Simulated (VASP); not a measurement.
Wanted: the native input for a VASP 6.6.1 run.

| Quantity | Value |
| --- | --- |
| Task | relaxation of the atoms |
| Functional | LDA |
| Potentials or basis | VASP PAW LDA potentials, release 64 (Ga_d, N) |
| Cutoff | 520 eV |
| k mesh | 8 × 8 × 4 |
| Occupations | gaussian, width 0.01 eV |
| Spin | no spin polarisation |
| Dipole correction | no |
| Further INCAR settings | ALGO = Normal; EDIFF = 1e-07; IBRION = 2; EDIFFG = -0.002; NSW = 50 |

The structure of GaN lies in POSCAR:

```
GaN
1.0
    3.1518145673      0.0000000000      0.0000000000
   -1.5759072837      2.7295514833      0.0000000000
    0.0000000000      0.0000000000      5.1640897249
Ga N
2 2
Direct
    0.3333333333      0.6666666667     -0.0007042255
    0.6666666667      0.3333333333      0.4992957745
    0.3333333333      0.6666666667      0.3757042255
    0.6666666667      0.3333333333      0.8757042255
```

This cell differs from its parent crystal: z stretched by +0.5 %, x and y held.

One way to write it, as run:

INCAR

```
SYSTEM = GaN
  PREC = Accurate
  ENCUT = 520
  EDIFF = 1E-7
  ISMEAR = 0
  SIGMA = 0.01
  LREAL = .False.
  LASPH = .True.
  NELM = 60
  ALGO = Normal
  ISIF = 2
  LWAVE = .False.
  LCHARG = .False.
  GGA = CA
  IBRION = 2
  NSW = 50
  EDIFFG = -0.002
```

KPOINTS

```
regular mesh
0
Gamma
  8 8 4
  0 0 0
```

Potentials or basis: VASP PAW LDA potentials, release 64 (Ga_d, N).

Run with:

```bash
$ cat potpaw_LDA.64/Ga_d/POTCAR potpaw_LDA.64/N/POTCAR > POTCAR
$ mpirun -np 1 vasp_std > vasp.out
```

Results of the run:

```json
{
 "Energy gained by relaxing": "0.1 meV/atom",
 "Ionic steps": "3",
 "Pressure after relaxing": "0.1 GPa",
 "Band gap on the k mesh": "2.09 eV, direct"
}
```

Caveat: the cell differs from its parent crystal (z stretched by +0.5 %, x and y held).

Wall time 40 s on 1 thread of Intel(R) Xeon(R) Platinum 8259CL CPU @ 2.50GHz (Skylake/Cascade Lake), on a shared host, peak memory 0.15 GiB.
